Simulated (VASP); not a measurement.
# Pb (a cell with a defect) in VASP: single point with PBE

Aim: the single point of Pb (a cell with a defect) with PBE.

Everything below comes from runs of VASP 6.6.1. Logs are shortened: lines on timing, memory, paths and dates and some standing lists are left out, and cuts for length are marked.

## Step 1: The cell of the first run

The cell holds a defect, 26 atoms: a = 10.690 Å, b = 10.690 Å, c = 10.690 Å, α = 60.00°, β = 60.00°, γ = 60.00°.

## Step 2: Single point, PBE (atoms taken out, then relaxed in part)

Input file INCAR:

```
PREC = Accurate ; ENCUT = 520
EDIFF = 1E-7 ; ISMEAR = 0
SIGMA = 0.1 ; LREAL = Auto
LASPH = True ; NELM = 100
ALGO = Normal ; ISIF = 2
LWAVE = False ; LCHARG = False
GGA = PE ; NBANDS = 201
```

Input file KPOINTS:

```
regular mesh
0
Gamma
  3 3 3
```

Input file POSCAR:

```
Pb
1.0
   -7.5586333039      7.5586333039      0.0000000000
   -7.5586333039      0.0000000000      7.5586333039
    0.0000000000      7.5586333039      7.5586333039
Pb
26
Direct
    0.3406675966      0.0000000000      0.0000000000
    0.0000000000      0.3406675966      0.0000000000
    0.0000000000      0.0000000000      0.3406675966
    0.6593324034      0.0000000000      0.0000000000
    0.3345979502      0.3345979502     -0.0037938506
    0.3345979502     -0.0037938506      0.3345979502
    0.0000000000      0.6593324034      0.0000000000
   -0.0037938506      0.3345979502      0.3345979502
    0.0000000000      0.0000000000      0.6593324034
    0.6593324034      0.3406675966      0.0000000000
    0.6593324034      0.0000000000      0.3406675966
    0.3406675966      0.6593324034      0.0000000000
    0.3345979502      0.3345979502      0.3345979502
    0.3406675966      0.0000000000      0.6593324034
    0.0000000000      0.6593324034      0.3406675966
    0.0000000000      0.3406675966      0.6593324034
    0.6654020498      0.6654020498      0.0037938506
    0.6661735464      0.3338264536      0.3338264536
    0.6654020498      0.0037938506      0.6654020498
    0.3338264536      0.6661735464      0.3338264536
    0.3338264536      0.3338264536      0.6661735464
    0.0037938506      0.6654020498      0.6654020498
    0.6661735464      0.6661735464      0.3338264536
    0.6661735464      0.3338264536      0.6661735464
    0.3338264536      0.6661735464      0.6661735464
    0.6654020498      0.6654020498      0.6654020498
```

Potentials or basis: VASP PAW PBE potentials, release 64 (Pb_d).

Run with:

```bash
$ cat potpaw_PBE.64/Pb_d/POTCAR > POTCAR
$ mpirun -np 1 vasp_std > vasp.out
```

OUTCAR:

```text
PREC = Accurate
   ENCUT = 520
   EDIFF = 1E-7
   ISMEAR = 0
   LREAL = Auto
   LASPH = True
   NELM = 100
   ISIF = 2
   GGA = PE

 ion  position               nearest neighbor table
   1  0.341  0.000  0.000-   4 3.41   5 3.52   6 3.52  17 3.52  19 3.52  20 3.57  21 3.57   3 3.64
                             2 3.64  12 3.64  14 3.64
   2  0.000  0.341  0.000-   7 3.41   5 3.52   8 3.52  17 3.52  22 3.52  21 3.57  18 3.57   3 3.64
                             1 3.64  10 3.64  16 3.64
   3  0.000  0.000  0.341-   9 3.41   8 3.52   6 3.52  19 3.52  22 3.52  20 3.57  18 3.57   2 3.64
                             1 3.64  11 3.64  15 3.64
   4  0.659  0.000  0.000-   1 3.41   5 3.52   6 3.52  17 3.52  19 3.52  23 3.57  24 3.57   7 3.64
                             9 3.64  10 3.64  11 3.64
   5  0.335  0.335  0.996-   1 3.52   2 3.52   4 3.52   7 3.52  10 3.52  12 3.52  21 3.54  24 3.54
                            25 3.54   6 3.62   8 3.62  13 3.62
   6  0.335  0.996  0.335-   1 3.52   3 3.52   4 3.52   9 3.52  11 3.52  14 3.52  20 3.54  23 3.54
                            25 3.54   8 3.62  13 3.62   5 3.62
   7  0.000  0.659  0.000-   2 3.41   5 3.52   8 3.52  17 3.52  22 3.52  23 3.57  25 3.57   4 3.64
                             9 3.64  12 3.64  15 3.64
   8  0.996  0.335  0.335-   2 3.52   3 3.52   7 3.52   9 3.52  15 3.52  16 3.52  18 3.54  23 3.54
                            24 3.54  13 3.62   5 3.62   6 3.62
   9  0.000  0.000  0.659-   3 3.41   6 3.52   8 3.52  19 3.52  22 3.52  24 3.57  25 3.57   7 3.64
[... 21 lines left out ...]
  20  0.334  0.666  0.334-   6 3.54  13 3.54  17 3.54  22 3.54  21 3.55  18 3.55  23 3.55  25 3.55
                             3 3.57  15 3.57   1 3.57  12 3.57
  21  0.334  0.334  0.666-   5 3.54  13 3.54  19 3.54  22 3.54  20 3.55  18 3.55  24 3.55  25 3.55
                            14 3.57  16 3.57   1 3.57   2 3.57
  22  0.004  0.665  0.665-   2 3.52   3 3.52   7 3.52   9 3.52  15 3.52  16 3.52  20 3.54  21 3.54
                            25 3.54  19 3.62  17 3.62  26 3.62
  23  0.666  0.666  0.334-   6 3.54   8 3.54  17 3.54  26 3.54  20 3.55  24 3.55  25 3.55  18 3.55
                            11 3.57  15 3.57   7 3.57   4 3.57
  24  0.666  0.334  0.666-   5 3.54   8 3.54  19 3.54  26 3.54  21 3.55  23 3.55  25 3.55  18 3.55
                            10 3.57  16 3.57   4 3.57   9 3.57
  25  0.334  0.666  0.666-   5 3.54   6 3.54  22 3.54  26 3.54  20 3.55  23 3.55  24 3.55  21 3.55
                            12 3.57  14 3.57   7 3.57   9 3.57
  26  0.665  0.665  0.665-  10 3.52  11 3.52  12 3.52  14 3.52  15 3.52  16 3.52  23 3.54  24 3.54
                            25 3.54  17 3.62  19 3.62  22 3.62

  LATTYP: Found a face centered cubic cell.
 ALAT       =    15.1172666078

  Lattice vectors:

 A1 = (  -7.5586333039,   7.5586333039,   0.0000000000)
 A2 = (  -7.5586333039,   0.0000000000,   7.5586333039)
 A3 = (   0.0000000000,   7.5586333039,   7.5586333039)

Analysis of symmetry for initial positions (statically):
=====================================================================
 Subroutine PRICEL returns:
 Original cell was already a primitive cell.

 Routine SETGRP: Setting up the symmetry group for a
 face centered cubic supercell.

 Subroutine GETGRP returns: Found 48 space group operations
 (whereof 48 operations were pure point group operations)
 out of a pool of 48 trial point group operations.

The static configuration has the point symmetry O_h .

Analysis of symmetry for dynamics (positions and initial velocities):
=====================================================================
 Subroutine PRICEL returns:
 Original cell was already a primitive cell.

 Routine SETGRP: Setting up the symmetry group for a
 face centered cubic supercell.

 Subroutine GETGRP returns: Found 48 space group operations
 (whereof 48 operations were pure point group operations)
 out of a pool of 48 trial point group operations.

The dynamic configuration has the point symmetry O_h .

 Subroutine INISYM returns: Found 48 space group operations
 (whereof 48 operations are pure point group operations),
 and found     1 'primitive' translations

----------------------------------------------------------------------------------------

                                     Primitive cell

  volume of cell :     863.6938

  direct lattice vectors                    reciprocal lattice vectors
    -7.558633304  7.558633304  0.000000000    -0.066149525  0.066149525 -0.066149525
    -7.558633304  0.000000000  7.558633304    -0.066149525 -0.066149525  0.066149525
[... 63 lines left out ...]

 KPOINTS: regular mesh

Automatic generation of k-mesh.
 Grid dimensions read from file:
 generate k-points for:    3    3    3

 Generating k-lattice:

  Cartesian coordinates                     Fractional coordinates (reciprocal lattice)
    -0.022049842  0.022049842 -0.022049842     0.333333333  0.000000000  0.000000000
    -0.022049842 -0.022049842  0.022049842     0.000000000  0.333333333  0.000000000
     0.022049842  0.022049842  0.022049842     0.000000000  0.000000000  0.333333333

  Length of vectors
     0.038191446  0.038191446  0.038191446

  Shift w.r.t. Gamma in fractional coordinates (k-lattice)
     0.000000000  0.000000000  0.000000000

 Subroutine IBZKPT returns following result:
 ===========================================

 Found      4 irreducible k-points:

 Following reciprocal coordinates:
            Coordinates               Weight
  0.000000  0.000000  0.000000      1.000000
  0.333333  0.000000  0.000000      8.000000
  0.333333  0.333333  0.000000      6.000000
 -0.333333  0.333333  0.000000     12.000000
   k-points           NKPTS =      4   k-points in BZ     NKDIM =      4   number of bands    NBANDS=    201
   number of dos      NEDOS =    301   number of ions     NIONS =     26
   total plane-waves  NPLWV = 512000
   dimension x,y,z NGX =    80 NGY =   80 NGZ =   80
   dimension x,y,z NGXF=   160 NGYF=  160 NGZF=  160
   ions per type =              26
   NGX,Y,Z   is equivalent  to a cutoff of  12.44, 12.44, 12.44 a.u.
   NGXF,Y,Z  is equivalent  to a cutoff of  24.88, 24.88, 24.88 a.u.
 SYSTEM =  unknown system
   PREC   = accura    normal or accurate (medium, high low for compatibility)
   ISTART =      0    job   : 0-new  1-cont  2-samecut
   ICHARG =      2    charge: 1-file 2-atom 10-const
   ISPIN  =      1    spin polarized calculation?
   LNONCOLLINEAR =      F non collinear calculations
   LSORBIT =      F    spin-orbit coupling
   LASPH  =      T    aspherical Exc in radial PAW
   ENCUT  =  520.0 eV  38.22 Ry    6.18 a.u.  19.88 19.88 19.88*2*pi/ulx,y,z
   NELM   =    100;   NELMIN=  2; NELMDL= -5     # of ELM steps
   EDIFF  = 0.1E-06   stopping-criterion for ELM
   LREAL  =      T    real-space projection
   EDIFFG = 0.1E-05   stopping-criterion for IOM
   NSW    =      0    number of steps for IOM
   IBRION =     -1    ionic relax: 0-MD 1-quasi-New 2-CG
   NFREE  =      0    steps in history (QN), initial steepest desc. (CG)
   ISIF   =      2    stress and relaxation
   ISYM   =      2    0-nonsym 1-usesym 2-fastsym
   POTIM  = 0.5000    time-step for ionic-motion
   TEBEG  =    0.0;   TEEND  =   0.0 temperature during run
   PSTRESS=    0.0 pullay stress
   NELECT =     364.0000    total number of electrons
   NUPDOWN=      -1.0000    fix difference up-down
   EMIN   =  10.00;   EMAX   =-10.00  energy-range for DOS
   EFERMI =   0.00;   METHOD = LEGACY
   ISMEAR =     0;   SIGMA  =   0.10  broadening in eV -4-tet -1-fermi 0-gaus
   EFERMI_NEDOS =   21; number of points for ismear=-14 and -15
   IALGO  =     38    algorithm
   IMIX   =      4    mixing-type and parameters
     AMIX     =   0.40;   BMIX     =  1.00
     AMIX_MAG =   1.60;   BMIX_MAG =  1.00
  volume/ion in A,a.u.               =      33.22       224.17
  Fermi-wavevector in a.u.,A,eV,Ry     =   1.227407  2.319463 20.497565  1.506529
  Thomas-Fermi vector in A             =   2.362372
   LORBIT       =      0    0 simple, 1 ext, 2 COOP (PROOUT), +10 PAW based schemes
   GGA     = PE    functional components
   LHFCALC =     F    Hartree Fock is set to
   AEXX    =    0.0000 exact exchange contribution
   IVDW    =     0    specifies the selected vdW correction
   LEPSILON=     F    determine dielectric tensor
   LRPA    =     F    only Hartree local field effects (RPA)
 non-spin polarized calculation
 Gauss-broadening in eV      SIGMA  =   0.10
  energy-cutoff  :      520.00
  volume of cell :      863.69
 maximum number of plane-waves:     23289
   NGX = 39   NGY = 39   NGZ = 39

 number of electron     363.9999969 magnetization

 Free energy of the ion-electron system (eV)
  ---------------------------------------------------
  ext. energy  EPLUGINS =         0.00000000
  ---------------------------------------------------
  free energy    TOTEN  =       -92.63522811 eV

  energy without entropy =      -92.60472301  energy(sigma->0) =      -92.61997556

 E-fermi :   6.1938     XC(G=0):  -9.6955

 val. band max:        6.1477724585   @ k =   0.3333   0.3333   0.0000
 cond. band min:       6.2159620294   @ k =   0.0000   0.0000   0.0000
 fundamental gap:      0.0681895709
 Fermi energy:         6.1937504607

 k-point     1 :       0.0000    0.0000    0.0000
  band No.  band energies     occupation
      1     -10.8442      2.00000
      2     -10.8442      2.00000
      3     -10.8356      2.00000
      4     -10.8349      2.00000
      5     -10.8349      2.00000
      6     -10.8349      2.00000
[... 777 lines left out ...]
    193       7.7105      0.00000
    194       7.8560      0.00000
 [bands above 194 left out]

------------------------ aborting loop because EDIFF is reached ----------------------------------------

  FORCE on cell =-STRESS in cart. coord.  units (eV):
  Direction    XX          YY          ZZ          XY          YZ          ZX
  --------------------------------------------------------------------------------------
  -------------------------------------------------------------------------------------
  Total       -2.3471270     -2.3471270     -2.3471270     -0.0000000     -0.0000000      0.0000000
  in kB       -4.3539893     -4.3539893     -4.3539893     -0.0000000     -0.0000000      0.0000000
  external PRESSURE =      -4.3539893 kB  Pullay stress =       0.0000000 kB

 VOLUME and BASIS-vectors are now :
 -----------------------------------------------------------------------------
  energy-cutoff  :      520.00
  volume of cell :      863.69
      direct lattice vectors                 reciprocal lattice vectors
    -7.558633304  7.558633304  0.000000000    -0.066149525  0.066149525 -0.066149525
    -7.558633304  0.000000000  7.558633304    -0.066149525 -0.066149525  0.066149525
     0.000000000  7.558633304  7.558633304     0.066149525  0.066149525  0.066149525

 POSITION                                       TOTAL-FORCE (eV/Angst)
 -----------------------------------------------------------------------------------
     -2.57498      2.57498      0.00000         0.021523     -0.021523     -0.000000
     -2.57498      0.00000      2.57498         0.021523     -0.000000     -0.021523
      0.00000      2.57498      2.57498        -0.000000     -0.021523     -0.021523
     -4.98365      4.98365      0.00000        -0.021523      0.021523     -0.000000
     -5.05821     10.05906     10.05906         0.005706      0.005706      0.005706
    -10.05906      5.05821     10.05906        -0.005706     -0.005706      0.005706
[... 18 lines left out ...]
     -7.55863      7.55863     10.07072        -0.000000     -0.000000     -0.001985
    -10.05906     10.05906     10.05906        -0.005706      0.005706      0.005706
 -----------------------------------------------------------------------------------
    total drift:                                0.000000      0.000000      0.000000

  FREE ENERGIE OF THE ION-ELECTRON SYSTEM (eV)
  ---------------------------------------------------
  free  energy   TOTEN  =       -92.6352281109 eV

  energy  without entropy=      -92.6047230073  energy(sigma->0) =      -92.61997556
```

It took 20 min on 1 thread of Intel Xeon Platinum 8559C (Emerald Rapids), shared host; peak memory 1.1 GiB.

Results:

- Free energy: -92.6352 eV
- Pressure: -0.4 GPa
- Largest force: 0.030 eV/Å
- Band gap on the k mesh: zero (bands 182 and 183 overlap by 1.71 eV)

Forces in eV/Å, atoms in the order of the input:
```
Pb   0.022 -0.022  0.000
Pb   0.022  0.000 -0.022
Pb   0.000 -0.022 -0.022
Pb  -0.022  0.022  0.000
Pb   0.006  0.006  0.006
Pb  -0.006 -0.006  0.006
Pb  -0.022  0.000  0.022
Pb  -0.006  0.006 -0.006
Pb   0.000  0.022  0.022
Pb   0.000  0.022 -0.022
Pb  -0.022  0.000 -0.022
Pb   0.000 -0.022  0.022
Pb   0.006 -0.006 -0.006
Pb   0.022  0.000  0.022
Pb  -0.022 -0.022  0.000
Pb   0.022  0.022  0.000
Pb  -0.006 -0.006 -0.006
Pb   0.000  0.000  0.002
Pb   0.006  0.006 -0.006
Pb   0.000  0.002  0.000
Pb  -0.002  0.000  0.000
Pb   0.006 -0.006  0.006
Pb   0.002  0.000  0.000
Pb   0.000 -0.002  0.000
Pb   0.000  0.000 -0.002
Pb  -0.006  0.006  0.006
```

Caveat: the cell differs from its parent crystal (atoms taken out, then relaxed in part); spin-orbit coupling is left out, which moves the levels of the heavy elements.
